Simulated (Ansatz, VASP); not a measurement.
BiH2 in VASP and in Ansatz

```
Bi H
1.0
     3.34856    0.00000    0.00000
    -1.67428    2.89994    0.00000
     0.00000    0.00000    7.87628
Bi H
1 2
Direct
  0.00000 0.00000 0.50000
  0.00000 0.00000 0.04770
  0.00000 0.00000 0.95230
```

Alike in both runs: functional PBE; k mesh 6 × 6 × 4; occupations gaussian, width 0.1 eV; no spin polarisation.

Ansatz relaxed the structure, and its values are those at the end. VASP's run is a single point on that final structure, the one shown.

```csv
,VASP,Ansatz
version,VASP 6.6.1,Ansatz 0.2.0
potentials or method,"VASP PAW PBE potentials, release 64 (Bi_d, H), cutoff 520 eV","scalar-relativistic, plane waves, PAW"
valence electrons in the cell,17,17
```

Ansatz gave:

| Property | Result |
| --- | --- |
| gap on the k mesh at the Fermi level (eV) | none |
| pressure (GPa) | 0.0 |
| rms of the force components (eV/Å) | 0.015 |

Q: Which values does VASP return?

A: gap on the k mesh at the Fermi level (eV): none; pressure (GPa): -0.1; rms of the force components (eV/Å): 0.010.

A gap of «none» marks a metal or a gap that the smearing closes.

The k mesh is coarse, so the values compare programs but aren't converged. Spin-orbit coupling is off throughout.
